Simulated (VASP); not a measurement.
C:

```
CELL_PARAMETERS angstrom
0.00000 1.78337 1.78337
1.78337 0.00000 1.78337
1.78337 1.78337 0.00000
ATOMIC_POSITIONS crystal
C 0.75000 0.75000 0.75000
C 0.50000 0.50000 0.50000
```

Base run:

```yaml
Program: VASP 6.6.1
Functional: PBEsol
Dispersion: D3(BJ)
Potentials_or_basis: VASP PAW PBE potentials, release 64 (C)
Cutoff: 520 eV
k_mesh: 13 × 13 × 13
Occupations: fermi-dirac, width 0.05 eV
Spin: no spin polarisation
```

Its results: band gap on the k mesh 4.01 eV, indirect (least direct gap 5.54 eV); pressure -7.5 GPa.

The run is repeated on the same cell with these changes: functional from PBEsol to PBE. What comes out?

Band gap on the k mesh 4.14 eV, indirect (least direct gap 5.59 eV); pressure -2.9 GPa.

PBE binds less tightly than PBEsol, so the same cell stands under more pressure.

Caveats: three body term missing (some runs); the PAW data sets were made with another functional, which shifts forces and pressure a little (some runs).

A k mesh can miss the band edges.
